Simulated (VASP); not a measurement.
# Cd8Te7 (a cell with a defect) in VASP: relaxation of the atoms with LDA

Aim: the relaxation of the atoms of Cd8Te7 (a cell with a defect) with LDA.

Program: VASP 6.6.1. These are calculated values, not measurements. Logs are shortened: lines on timing, memory, paths and dates and some standing lists are left out, and cuts for length are marked.

### Step 1. The cell of the first run

The cell holds a defect, 15 atoms: a = 9.065 Å, b = 9.065 Å, c = 9.065 Å, α = 60.00°, β = 60.00°, γ = 60.00°.

### Step 2. Relaxation of the atoms, LDA

Input file INCAR:

```
SYSTEM = Cd8Te7
  PREC = Accurate
  ENCUT = 450
  EDIFF = 1E-7
  ISMEAR = -1
  SIGMA = 0.05
  LREAL = .FALSE.
  LASPH = .TRUE.
  NELM = 120
  ALGO = Normal
  ISIF = 2
  LWAVE = .FALSE.
  LCHARG = .FALSE.
  IBRION = 2
  NSW = 45
  EDIFFG = -0.02
  ISYM = 0
  GGA_COMPAT = .FALSE.
  NELMIN = 4
  KPAR = 2
  NCORE = 2
```

Input file KPOINTS:

```
Automatic mesh
0
Gamma
  2 2 2
  0.5 0.5 0.5
```

Input file POSCAR:

```
Cd8Te7
1.0
    0.0000000000      6.4100000000      6.4100000000
    6.4100000000      0.0000000000      6.4100000000
    6.4100000000      6.4100000000      0.0000000000
Cd Te
8 7
Direct
    0.0000000000      0.0000000000      0.0000000000
    0.0000000000      0.0000000000      0.5000000000
    0.0000000000      0.5000000000      0.0000000000
    0.0000000000      0.5000000000      0.5000000000
    0.5000000000      0.0000000000      0.0000000000
    0.5000000000      0.0000000000      0.5000000000
    0.5000000000      0.5000000000      0.0000000000
    0.5000000000      0.5000000000      0.5000000000
    0.1250000000      0.1250000000      0.6250000000
    0.1250000000      0.6250000000      0.1250000000
    0.1250000000      0.6250000000      0.6250000000
    0.6250000000      0.1250000000      0.1250000000
    0.6250000000      0.1250000000      0.6250000000
    0.6250000000      0.6250000000      0.1250000000
    0.6250000000      0.6250000000      0.6250000000
```

Potentials or basis: VASP PAW LDA potentials, release 64 (Cd, Te).

Launch:

```console
cat potpaw_LDA.64/Cd/POTCAR potpaw_LDA.64/Te/POTCAR > POTCAR
mpirun -np 4 vasp_std > vasp.out
```

OUTCAR:

```text
SYSTEM = Cd8Te7
   PREC = Accurate
   ENCUT = 450
   EDIFF = 1E-7
   ISMEAR = -1
   LREAL = .FALSE.
   LASPH = .TRUE.
   NELM = 120
   ISIF = 2
   IBRION = 2
   NSW = 45
   EDIFFG = -0.02
   ISYM = 0
   NELMIN = 4

 ion  position               nearest neighbor table
   1  0.000  0.000  0.000-   9 2.78  10 2.78  12 2.78
   2  0.000  0.000  0.500-   9 2.78  11 2.78  13 2.78
   3  0.000  0.500  0.000-  10 2.78  11 2.78  14 2.78
   4  0.000  0.500  0.500-   9 2.78  10 2.78  11 2.78  15 2.78
   5  0.500  0.000  0.000-  12 2.78  13 2.78  14 2.78
   6  0.500  0.000  0.500-   9 2.78  12 2.78  13 2.78  15 2.78
   7  0.500  0.500  0.000-  10 2.78  12 2.78  14 2.78  15 2.78
   8  0.500  0.500  0.500-  11 2.78  13 2.78  14 2.78  15 2.78
   9  0.125  0.125  0.625-   1 2.78   2 2.78   4 2.78   6 2.78
  10  0.125  0.625  0.125-   1 2.78   3 2.78   4 2.78   7 2.78
  11  0.125  0.625  0.625-   2 2.78   3 2.78   4 2.78   8 2.78
  12  0.625  0.125  0.125-   1 2.78   5 2.78   6 2.78   7 2.78
  13  0.625  0.125  0.625-   2 2.78   5 2.78   6 2.78   8 2.78
  14  0.625  0.625  0.125-   3 2.78   5 2.78   7 2.78   8 2.78
  15  0.625  0.625  0.625-   4 2.78   6 2.78   7 2.78   8 2.78

IMPORTANT INFORMATION: All symmetrisations will be switched off!
NOSYMM: (Re-)initialisation of all symmetry stuff for point group C_1.

----------------------------------------------------------------------------------------

                                     Primitive cell

  volume of cell :     526.7494

  direct lattice vectors                    reciprocal lattice vectors
     0.000000000  6.410000000  6.410000000    -0.078003120  0.078003120  0.078003120
     6.410000000  0.000000000  6.410000000     0.078003120 -0.078003120  0.078003120
     6.410000000  6.410000000  0.000000000     0.078003120  0.078003120 -0.078003120

  length of vectors
     9.065108935  9.065108935  9.065108935     0.135105367  0.135105367  0.135105367

  position of ions in fractional coordinates (direct lattice)
     0.000000000  0.000000000  0.000000000
     0.000000000  0.000000000  0.500000000
     0.000000000  0.500000000  0.000000000
     0.000000000  0.500000000  0.500000000
     0.500000000  0.000000000  0.000000000
     0.500000000  0.000000000  0.500000000
     0.500000000  0.500000000  0.000000000
     0.500000000  0.500000000  0.500000000
     0.125000000  0.125000000  0.625000000
     0.125000000  0.625000000  0.125000000
     0.125000000  0.625000000  0.625000000
     0.625000000  0.125000000  0.125000000
     0.625000000  0.125000000  0.625000000
     0.625000000  0.625000000  0.125000000
     0.625000000  0.625000000  0.625000000

  ion indices of the primitive-cell ions
   primitive index   ion index
                 1           1
[... 87 lines left out ...]
   PSTRESS=    0.0 pullay stress
   NELECT =     138.0000    total number of electrons
   NUPDOWN=      -1.0000    fix difference up-down
   EMIN   =  10.00;   EMAX   =-10.00  energy-range for DOS
   EFERMI =   0.00;   METHOD = LEGACY
   ISMEAR =    -1;   SIGMA  =   0.05  broadening in eV -4-tet -1-fermi 0-gaus
   EFERMI_NEDOS =   21; number of points for ismear=-14 and -15
   IALGO  =     38    algorithm
   IMIX   =      4    mixing-type and parameters
     AMIX     =   0.40;   BMIX     =  1.00
     AMIX_MAG =   1.60;   BMIX_MAG =  1.00
  volume/ion in A,a.u.               =      35.12       236.98
  Fermi-wavevector in a.u.,A,eV,Ry     =   1.047530  1.979545 14.929935  1.097319
  Thomas-Fermi vector in A             =   2.182414
   LORBIT       =      0    0 simple, 1 ext, 2 COOP (PROOUT), +10 PAW based schemes
   GGA     = CA    functional components
   LHFCALC =     F    Hartree Fock is set to
   AEXX    =    0.0000 exact exchange contribution
   IVDW    =     0    specifies the selected vdW correction
   LEPSILON=     F    determine dielectric tensor
   LRPA    =     F    only Hartree local field effects (RPA)
 conjugate gradient relaxation of ions
 non-spin polarized calculation
  energy-cutoff  :      450.00
  volume of cell :      526.75
 maximum number of plane-waves:     11441
 NGX is ok and might be reduce to    64
   NGX = 31   NGY = 31   NGZ = 31

--------------------------------------- Ionic step        1  -------------------------------------------

 number of electron     138.0000037 magnetization

 Free energy of the ion-electron system (eV)
  ---------------------------------------------------
  ext. energy  EPLUGINS =         0.00000000
  ---------------------------------------------------
  free energy    TOTEN  =       -41.38546729 eV

  energy without entropy =      -41.38528108  energy(sigma->0) =      -41.38537419

------------------------ aborting loop because EDIFF is reached ----------------------------------------

  FORCE on cell =-STRESS in cart. coord.  units (eV):
  Direction    XX          YY          ZZ          XY          YZ          ZX
  --------------------------------------------------------------------------------------
  -------------------------------------------------------------------------------------
  Total       -1.2945779     -1.2945820     -1.2945816     -0.0000046     -0.0000032     -0.0000063
  in kB       -3.9376280     -3.9376406     -3.9376392     -0.0000141     -0.0000098     -0.0000191
  external PRESSURE =      -3.9376359 kB  Pullay stress =       0.0000000 kB
[... 232 lines left out ...]
--------------------------------------- Ionic step        6  -------------------------------------------

 number of electron     138.0000011 magnetization

 Free energy of the ion-electron system (eV)
  ---------------------------------------------------
  ext. energy  EPLUGINS =         0.00000000
  ---------------------------------------------------
  free energy    TOTEN  =       -41.45798614 eV

  energy without entropy =      -41.45786244  energy(sigma->0) =      -41.45792429

 E-fermi :   2.4854     XC(G=0):  -8.8153

 val. band max:        2.0130908167   @ k =  -0.2500   0.2500   0.2500
 cond. band min:       2.9578244828   @ k =   0.5000   0.2500   0.0000
 fundamental gap:      0.9447336661
 Fermi energy:         2.4854438747

 k-point     1 :       0.2500    0.2500    0.2500
  band No.  band energies     occupation
      1      -9.4352      2.00000
      2      -9.1646      2.00000
      3      -9.1006      2.00000
      4      -9.1006      2.00000
      5      -9.0290      2.00000
      6      -9.0080      2.00000
[... 1333 lines left out ...]
     80       5.7907      0.00000
     81       6.0601      0.00000
 [bands above 81 left out]

------------------------ aborting loop because EDIFF is reached ----------------------------------------

  FORCE on cell =-STRESS in cart. coord.  units (eV):
  Direction    XX          YY          ZZ          XY          YZ          ZX
  --------------------------------------------------------------------------------------
  -------------------------------------------------------------------------------------
  Total       -3.9369922     -3.9369921     -3.9369924     -0.0000036      0.0000043     -0.0000006
  in kB      -11.9748769    -11.9748765    -11.9748774     -0.0000110      0.0000131     -0.0000018
  external PRESSURE =     -11.9748769 kB  Pullay stress =       0.0000000 kB
[... 30 lines left out ...]
  FREE ENERGIE OF THE ION-ELECTRON SYSTEM (eV)
  ---------------------------------------------------
  free  energy   TOTEN  =       -41.4579861370 eV

  energy  without entropy=      -41.4578624430  energy(sigma->0) =      -41.45792429

 reached required accuracy - stopping structural energy minimisation
```

CONTCAR:

```text
Cd8Te7
   1.00000000000000
     0.0000000000000000    6.4100000000000001    6.4100000000000001
     6.4100000000000001    0.0000000000000000    6.4100000000000001
     6.4100000000000001    6.4100000000000001    0.0000000000000000
  Cd              Te
     8     7
Direct
     0.0062145829805654    0.0062145693515577    0.0062145816476392
[... 19 lines left out ...]
  0.00000000E+00  0.00000000E+00  0.00000000E+00
  0.00000000E+00  0.00000000E+00  0.00000000E+00
  0.00000000E+00  0.00000000E+00  0.00000000E+00
  0.00000000E+00  0.00000000E+00  0.00000000E+00
  0.00000000E+00  0.00000000E+00  0.00000000E+00
  0.00000000E+00  0.00000000E+00  0.00000000E+00
  0.00000000E+00  0.00000000E+00  0.00000000E+00
  0.00000000E+00  0.00000000E+00  0.00000000E+00
  0.00000000E+00  0.00000000E+00  0.00000000E+00
  0.00000000E+00  0.00000000E+00  0.00000000E+00
  0.00000000E+00  0.00000000E+00  0.00000000E+00
```

Run time: 6.7 min. Hardware: 4 MPI ranks of AMD EPYC 9R45 (Zen 5), shared host; peak memory 0.41 GiB.

What came out:

- Free energy: -41.4580 eV
- Energy gained by relaxing: 4.8 meV/atom
- Ionic steps: 6
- Pressure after relaxing: -1.2 GPa
- Largest force after relaxing: 0.018 eV/Å
- Band gap on the k mesh: 0.94 eV

Forces on the atoms (eV/Å):
```
Cd   0.004  0.004  0.004
Cd  -0.004 -0.004  0.004
Cd  -0.004  0.004 -0.004
Cd  -0.010  0.010  0.010
Cd   0.004 -0.004 -0.004
Cd   0.010 -0.010  0.010
Cd   0.010  0.010 -0.010
Cd  -0.010 -0.010 -0.010
Te   0.000  0.000  0.012
Te   0.000  0.012  0.000
Te  -0.012  0.000  0.000
Te   0.012  0.000  0.000
Te   0.000 -0.012  0.000
Te   0.000  0.000 -0.012
Te   0.000  0.000  0.000
```

The path:
| step | energy change (eV) | largest force (eV/Å) | pressure (GPa) |
| --- | --- | --- | --- |
| 1 | 0.0000 | 0.2619 | -0.39 |
| 2 | -0.0126 | 0.2340 | -0.46 |
| 3 | -0.0422 | 0.1552 | -0.68 |
| 4 | -0.0663 | 0.0881 | -1.11 |
| 5 | -0.0722 | 0.0310 | -1.18 |
| 6 | -0.0725 | 0.0177 | -1.20 |

Final structure:
```cif
data_structure
_symmetry_space_group_name_H-M 'P 1'
_symmetry_Int_Tables_number 1
_cell_length_a 9.0651
_cell_length_b 9.0651
_cell_length_c 9.0651
_cell_angle_alpha 60.000
_cell_angle_beta 60.000
_cell_angle_gamma 60.000
_cell_volume 526.75
loop_
_atom_site_label
_atom_site_type_symbol
_atom_site_fract_x
_atom_site_fract_y
_atom_site_fract_z
_atom_site_occupancy
Cd1 Cd 0.00621 0.00621 0.00621 1
Cd2 Cd 0.00621 0.00621 0.48136 1
Cd3 Cd 0.00621 0.48136 0.00621 1
Cd4 Cd 0.00105 0.49965 0.49965 1
Cd5 Cd 0.48136 0.00621 0.00621 1
Cd6 Cd 0.49965 0.00105 0.49965 1
Cd7 Cd 0.49965 0.49965 0.00105 1
Cd8 Cd 0.49965 0.49965 0.49965 1
Te1 Te 0.12351 0.12351 0.62649 1
Te2 Te 0.12351 0.62649 0.12351 1
Te3 Te 0.12351 0.62649 0.62649 1
Te4 Te 0.62649 0.12351 0.12351 1
Te5 Te 0.62649 0.12351 0.62649 1
Te6 Te 0.62649 0.62649 0.12351 1
Te7 Te 0.62500 0.62500 0.62500 1
```

Levels at points of the mesh, in eV from the valence-band top:
```tsv
k point	band 66	band 67	band 68	band 69	band 70	band 71	band 72	band 73
(0.25, 0.25, 0.25)	-1.00	-0.74	-0.51	-0.51	1.26	1.77	2.05	2.05
```

Caveat: spin-orbit coupling is left out, which moves the levels of the heavy elements.
